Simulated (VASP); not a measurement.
# As (Fd-3m) in VASP: a series of runs, part 2 of 2

VASP 6.6.1.

### 3 Single point, PBE

File INCAR:

```
SYSTEM = As
PREC     = Accurate       ! precision mode
ENCUT    = 520            ! plane-wave cutoff, eV
EDIFF    = 1E-6           ! SCF threshold, eV
ISMEAR   = -1             ! smearing method
SIGMA    = 0.05           ! smearing width, eV
LREAL    = .False.        ! projectors in reciprocal space
LASPH    = .True.         ! aspherical terms in the spheres
NELM     = 100            ! most SCF steps
ALGO     = Normal         ! electronic algorithm
ISIF     = 2              ! what is computed and relaxed
LWAVE    = .False.        ! write WAVECAR
LCHARG   = .False.        ! write CHGCAR
GGA      = PE             ! functional
NBANDS   = 12             ! bands
```

File KPOINTS:

```
regular mesh
0
Gamma
  12 12 12
  0 0 0
```

File POSCAR:

```
As
1.0
    0.0000000000      3.0533432489      3.0533432489
    3.0533432489      0.0000000000      3.0533432489
    3.0533432489      3.0533432489      0.0000000000
As
2
Direct
   -0.1250000000     -0.1250000000     -0.1250000000
    0.1250000000      0.1250000000      0.1250000000
```

Potentials or basis: VASP PAW PBE potentials, release 64 (As).

On the command line:

```bash
$ cat potpaw_PBE.64/As/POTCAR > POTCAR
$ mpirun -np 1 vasp_std > vasp.out
```

OUTCAR:

```text
SYSTEM = As
   PREC = Accurate
   ENCUT = 520
   EDIFF = 1E-6
   ISMEAR = -1
   LREAL = .False.
   LASPH = .True.
   NELM = 100
   ISIF = 2
   GGA = PE

 ion  position               nearest neighbor table
   1  0.875  0.875  0.875-   2 2.64   2 2.64   2 2.64   2 2.64
   2  0.125  0.125  0.125-   1 2.64   1 2.64   1 2.64   1 2.64

  LATTYP: Found a face centered cubic cell.
 ALAT       =     6.1066864978

  Lattice vectors:

 A1 = (   0.0000000000,   3.0533432489,   3.0533432489)
 A2 = (   3.0533432489,   0.0000000000,   3.0533432489)
 A3 = (   3.0533432489,   3.0533432489,   0.0000000000)

Analysis of symmetry for initial positions (statically):
=====================================================================
 Subroutine PRICEL returns:
 Original cell was already a primitive cell.

 Routine SETGRP: Setting up the symmetry group for a
 face centered cubic supercell.

 Subroutine GETGRP returns: Found 48 space group operations
 (whereof 12 operations were pure point group operations)
 out of a pool of 48 trial point group operations.

The static configuration has the point symmetry D_3d.
 The point group associated with its full space group is O_h .

Analysis of symmetry for dynamics (positions and initial velocities):
=====================================================================
 Subroutine PRICEL returns:
 Original cell was already a primitive cell.

 Routine SETGRP: Setting up the symmetry group for a
 face centered cubic supercell.

 Subroutine GETGRP returns: Found 48 space group operations
 (whereof 12 operations were pure point group operations)
 out of a pool of 48 trial point group operations.

The dynamic configuration has the point symmetry D_3d.
 The point group associated with its full space group is O_h .

 Subroutine INISYM returns: Found 48 space group operations
 (whereof 12 operations are pure point group operations),
 and found     1 'primitive' translations

[... 120 lines left out ...]
   LHFCALC =     F    Hartree Fock is set to
   AEXX    =    0.0000 exact exchange contribution
   IVDW    =     0    specifies the selected vdW correction
   LEPSILON=     F    determine dielectric tensor
   LRPA    =     F    only Hartree local field effects (RPA)
 non-spin polarized calculation
  energy-cutoff  :      520.00
  volume of cell :       56.93
 maximum number of plane-waves:      1552
   NGX = 17   NGY = 17   NGZ = 17

 number of electron      10.0000000 magnetization

 number of electron       9.9999997 magnetization

 Free energy of the ion-electron system (eV)
  ---------------------------------------------------
  ext. energy  EPLUGINS =         0.00000000
  ---------------------------------------------------
  free energy    TOTEN  =        -8.72568958 eV

  energy without entropy =       -8.71901701  energy(sigma->0) =       -8.72235329

 E-fermi :   2.8976     XC(G=0):  -8.5922

 val. band max:        2.8959249660   @ k =  -0.4167   0.3333   0.1667
 cond. band min:       2.9105567317   @ k =  -0.3333   0.3333   0.1667
 fundamental gap:      0.0146317658
 Fermi energy:         2.8976070513

 k-point     1 :       0.0000    0.0000    0.0000
  band No.  band energies     occupation
      1     -10.7191      2.00000
      2      -3.0680      2.00000
      3       0.8595      2.00000
      4       0.8595      2.00000
      5       0.8595      2.00000
      6       3.5930      0.00000
      7       3.5930      0.00000
      8       3.5930      0.00000
      9       7.7990      0.00000
     10      10.8427      0.00000
     11      10.8427      0.00000
     12      12.6330      0.00000
[... 331 lines left out ...]
 k-point    24 :      -0.4167    0.1667    0.0000
  band No.  band energies     occupation
      1      -9.1708      2.00000
      2      -6.7112      2.00000
      3      -1.3532      2.00000
      4      -0.2866      2.00000
      5       1.7737      2.00000
      6       4.7773      0.00000
      7       5.3948      0.00000
      8       6.9940      0.00000
      9       9.4571      0.00000
     10      10.7900      0.00000
     11      11.1344      0.00000
     12      12.4617      0.00000

 [... further k-points ...]

------------------------ aborting loop because EDIFF is reached ----------------------------------------

  FORCE on cell =-STRESS in cart. coord.  units (eV):
  Direction    XX          YY          ZZ          XY          YZ          ZX
  --------------------------------------------------------------------------------------
  -------------------------------------------------------------------------------------
  Total        0.0402402      0.0402402      0.0402402      0.0000000      0.0000000      0.0000000
  in kB        1.1324355      1.1324355      1.1324355      0.0000000      0.0000000      0.0000000
  external PRESSURE =       1.1324355 kB  Pullay stress =       0.0000000 kB

 VOLUME and BASIS-vectors are now :
 -----------------------------------------------------------------------------
  energy-cutoff  :      520.00
  volume of cell :       56.93
      direct lattice vectors                 reciprocal lattice vectors
     0.000000000  3.053343249  3.053343249    -0.163754927  0.163754927  0.163754927
     3.053343249  0.000000000  3.053343249     0.163754927 -0.163754927  0.163754927
     3.053343249  3.053343249  0.000000000     0.163754927  0.163754927 -0.163754927

 POSITION                                       TOTAL-FORCE (eV/Angst)
 -----------------------------------------------------------------------------------
      5.34335      5.34335      5.34335        -0.000000     -0.000000     -0.000000
      0.76334      0.76334      0.76334         0.000000      0.000000      0.000000
 -----------------------------------------------------------------------------------
    total drift:                                0.000000      0.000000     -0.000000

  FREE ENERGIE OF THE ION-ELECTRON SYSTEM (eV)
  ---------------------------------------------------
  free  energy   TOTEN  =        -8.7256895788 eV

  energy  without entropy=       -8.7190170102  energy(sigma->0) =       -8.72235329
```

stdout:

```text
POSCAR found type information on POSCAR As
 POSCAR found :  1 types and       2 ions
 scaLAPACK will be used
 LDA part: xc-table for (Slater+PW92), standard interpolation
 POSCAR, INCAR and KPOINTS ok, starting setup
 FFT: planning ... GRIDC
 FFT: planning ... GRID_SOFT
 FFT: planning ... GRID
 WAVECAR not read
 entering main loop
```

Run time: 30 s. Hardware: 1 thread of AMD EPYC 9R45 (Zen 5), shared host; peak memory 0.16 GiB.

Results:

```yaml
Free_energy: -8.7257 eV
Pressure: 0.1 GPa
Band_gap_on_the_k_mesh: zero (band 5 reaches 3.97 eV, above the bottom of band 6 at 2.32 eV)
```

Levels at points of the mesh, in eV from the Fermi level:
```csv
k point,band 2,band 3,band 4,band 5,band 6,band 7,band 8,band 9
"(0.00, 0.00, 0.00)",-5.97,-2.04,-2.04,-2.04,0.70,0.70,0.70,4.90
"(0.50, 0.00, 0.00)",-9.41,-2.96,-2.96,-2.62,1.92,1.92,4.83,7.10
"(0.50, 0.50, 0.00)",-10.91,-4.01,-4.01,-0.58,-0.58,5.05,5.05,7.53
```

### 4 Relaxation of cell and atoms, PBE

This run uses another cell than the first one, of 23.75 Å³/atom, 0.834 times its volume.

File INCAR:

```
PREC = Accurate
ENCUT = 600
EDIFF = 1E-7
ISMEAR = -1
SIGMA = 0.05
LREAL = False
LASPH = True
NELM = 80
ALGO = Normal
ISIF = 3
LWAVE = False
LCHARG = False
GGA = PE
IBRION = 2
NSW = 60
EDIFFG = -0.005
```

File KPOINTS:

```
regular mesh
0
Gamma
  12 12 12
```

File POSCAR:

```
As
1.0
    0.0000000000      2.8744485395      2.8744485395
    2.8744485395      0.0000000000      2.8744485395
    2.8744485395      2.8744485395      0.0000000000
As
2
Direct
   -0.1250000000     -0.1250000000     -0.1250000000
    0.1250000000      0.1250000000      0.1250000000
```

On the command line:

```bash
$ cat potpaw_PBE.64/As/POTCAR > POTCAR
$ mpirun -np 1 vasp_std > vasp.out
```

Run time: 73 s. Hardware: 1 thread of Intel Xeon 6975P-C, shared host; peak memory 0.2 GiB.

The run converged. Its results:

| Item | Value |
| --- | --- |
| Free energy | -8.7256 eV |
| Relaxed volume | 28.53 Å³/atom |
| Relaxed cell | a = 4.322 Å, b = 4.322 Å, c = 4.322 Å, α = 60.00°, β = 60.00°, γ = 60.00° |
| Space group after relaxing (to 0.05 Å) | Fd-3m (No. 227) |
| Energy gained by relaxing | 152.9 meV/atom |
| Ionic steps | 5 |
| Pressure after relaxing | 0.0 GPa |
| Band gap on the k mesh | zero (band 5 reaches 3.94 eV, above the bottom of band 6 at 2.31 eV) |

Step by step:
```tsv
step	energy change (eV)	largest force (eV/Å)	pressure (GPa)	volume (Å³)
1	0.0000	0.0000	12.03	47.50
2	-0.2732	0.0000	-2.63	60.84
3	-0.3057	0.0000	0.13	56.91
4	-0.3058	0.0000	-0.03	57.11
5	-0.3058	0.0000	0.00	57.07
```

Final structure:
```
As
1.0
     0.00000    3.05578    3.05578
     3.05578    0.00000    3.05578
     3.05578    3.05578    0.00000
As
2
Direct
  0.87500 0.87500 0.87500
  0.12500 0.12500 0.12500
```

Levels at points of the mesh, in eV from the Fermi level:
| k point | band 1 | band 2 | band 3 | band 4 | band 5 | band 6 | band 7 | band 8 | band 9 |
| --- | --- | --- | --- | --- | --- | --- | --- | --- | --- |
| (0.00, 0.00, 0.00) | -13.60 | -5.98 | -2.03 | -2.03 | -2.03 | 0.70 | 0.70 | 0.70 | 4.90 |
| (0.50, 0.00, 0.00) | -12.26 | -9.40 | -2.95 | -2.95 | -2.62 | 1.92 | 1.92 | 4.81 | 7.09 |
| (0.50, 0.50, 0.00) | -10.90 | -10.90 | -4.00 | -4.00 | -0.57 | -0.57 | 5.04 | 5.04 | 7.52 |

Caveat: the volume moved by over 15 % at a fixed basis, so the end points are rough.

### 5 Relaxation of cell and atoms, PBE

File INCAR:

```
SYSTEM = As
PREC = Accurate
ENCUT = 600
EDIFF = 1E-6
ISMEAR = -1
SIGMA = 0.05
LREAL = .False.
LASPH = .True.
NELM = 80
ALGO = Normal
ISIF = 3
LWAVE = .False.
LCHARG = .False.
GGA = PE
IBRION = 2
NSW = 45
EDIFFG = -0.005
```

File KPOINTS:

```
regular mesh
0
Gamma
  12 12 12
  0 0 0
```

File POSCAR:

```
As
1.0
    0.0000000000      3.0533432489      3.0533432489
    3.0533432489      0.0000000000      3.0533432489
    3.0533432489      3.0533432489      0.0000000000
As
2
Direct
   -0.1250000000     -0.1250000000     -0.1250000000
    0.1250000000      0.1250000000      0.1250000000
```

Potentials or basis: VASP PAW PBE potentials, release 64 (As).

On the command line:

```bash
$ cat potpaw_PBE.64/As/POTCAR > POTCAR
$ mpirun -np 1 vasp_std > vasp.out
```

OUTCAR:

```text
SYSTEM = As
   PREC = Accurate
   ENCUT = 600
   EDIFF = 1E-6
   ISMEAR = -1
   LREAL = .False.
   LASPH = .True.
   NELM = 80
   ISIF = 3
   GGA = PE
   IBRION = 2
   NSW = 45
   EDIFFG = -0.005

 ion  position               nearest neighbor table
   1  0.875  0.875  0.875-   2 2.64   2 2.64   2 2.64   2 2.64
   2  0.125  0.125  0.125-   1 2.64   1 2.64   1 2.64   1 2.64

  LATTYP: Found a face centered cubic cell.
 ALAT       =     6.1066864978

  Lattice vectors:

 A1 = (   0.0000000000,   3.0533432489,   3.0533432489)
 A2 = (   3.0533432489,   0.0000000000,   3.0533432489)
 A3 = (   3.0533432489,   3.0533432489,   0.0000000000)

Analysis of symmetry for initial positions (statically):
=====================================================================
 Subroutine PRICEL returns:
 Original cell was already a primitive cell.

 Routine SETGRP: Setting up the symmetry group for a
 face centered cubic supercell.

 Subroutine GETGRP returns: Found 48 space group operations
 (whereof 12 operations were pure point group operations)
 out of a pool of 48 trial point group operations.

[... 219 lines left out ...]
      1     -10.7235      2.00000
      2      -3.1089      2.00000
      3       0.8411      2.00000
      4       0.8411      2.00000
      5       0.8411      2.00000
      6       3.5701      0.00000
      7       3.5701      0.00000
      8       3.5701      0.00000
      9       7.7719      0.00000
[... 265 lines left out ...]
 k-point    24 :      -0.4167    0.1667    0.0000
  band No.  band energies     occupation
      1      -9.1812      2.00000
      2      -6.7291      2.00000
      3      -1.3643      2.00000
      4      -0.3011      2.00000
      5       1.7481      2.00000
      6       4.7511      0.00000
      7       5.3669      0.00000
      8       6.9565      0.00000
      9       9.4297      0.00000

 [... further k-points ...]

------------------------ aborting loop because EDIFF is reached ----------------------------------------

  FORCE on cell =-STRESS in cart. coord.  units (eV):
  Direction    XX          YY          ZZ          XY          YZ          ZX
  --------------------------------------------------------------------------------------
  -------------------------------------------------------------------------------------
  Total       -0.0079164     -0.0079164     -0.0079164      0.0000000      0.0000000      0.0000000
  in kB       -0.2221229     -0.2221229     -0.2221229      0.0000000      0.0000000      0.0000000
  external PRESSURE =      -0.2221229 kB  Pullay stress =       0.0000000 kB

 VOLUME and BASIS-vectors are now :
 -----------------------------------------------------------------------------
  energy-cutoff  :      600.00
  volume of cell :       57.10
      direct lattice vectors                 reciprocal lattice vectors
    -0.000000000  3.056369034  3.056369034    -0.163592810  0.163592810  0.163592810
     3.056369034 -0.000000000  3.056369034     0.163592810 -0.163592810  0.163592810
     3.056369034  3.056369034 -0.000000000     0.163592810  0.163592810 -0.163592810

 POSITION                                       TOTAL-FORCE (eV/Angst)
 -----------------------------------------------------------------------------------
      5.34865      5.34865      5.34865        -0.000000     -0.000000     -0.000000
      0.76409      0.76409      0.76409         0.000000      0.000000      0.000000
 -----------------------------------------------------------------------------------
    total drift:                                0.000000      0.000000      0.000000

  FREE ENERGIE OF THE ION-ELECTRON SYSTEM (eV)
  ---------------------------------------------------
  free  energy   TOTEN  =        -8.7257650856 eV

  energy  without entropy=       -8.7191119218  energy(sigma->0) =       -8.72243850

 reached required accuracy - stopping structural energy minimisation
```

Wall time 53 s (1 thread of Intel Xeon 6975P-C, shared host); peak memory 0.23 GiB.

Results:

```
Free energy                            : -8.7258 eV
Relaxed volume                         : 28.55 Å³/atom
Relaxed cell                           : a = 4.322 Å, b = 4.322 Å, c = 4.322 Å, α = 60.00°, β = 60.00°, γ = 60.00°
Space group after relaxing (to 0.05 Å) : Fd-3m (No. 227)
Energy gained by relaxing              : 0.0 meV/atom
Ionic steps                            : 2
Pressure after relaxing                : 0.0 GPa
Band gap on the k mesh                 : zero (band 5 reaches 3.94 eV, above the bottom of band 6 at 2.30 eV)
```

Final structure:
```yaml
crystal:
  lattice:
    - [0.00000, 3.05637, 3.05637]
    - [3.05637, 0.00000, 3.05637]
    - [3.05637, 3.05637, 0.00000]
  atoms:
    - { symbol: As, position: [0.87500, 0.87500, 0.87500] }
    - { symbol: As, position: [0.12500, 0.12500, 0.12500] }
```

### 6 Overview

```csv
task,cell,cutoff (eV),gap on the mesh (eV),pressure (GPa),relaxed volume (Å³/atom)
single point,"a = 4.318 Å, angles 60.0°, 2 atoms",520,none,0.1,-
relaxation of cell and atoms,"relaxed from a = 4.065 Å, angles 60.0°, 2 atoms",600,none,0.0,28.53
relaxation of cell and atoms,"relaxed from a = 4.318 Å, angles 60.0°, 2 atoms",600,none,0.0,28.55
```

Alike in all rows: level PBE; potentials or basis VASP PAW PBE potentials, release 64 (As); no spin polarisation; k mesh 12 × 12 × 12; smearing fermi-dirac 0.05 eV.

Caveats: the volume moved by over 15 % at a fixed basis, so the end points are rough (some runs).

Total energies depend on the potentials used, so only differences within one code and one set of settings carry meaning.
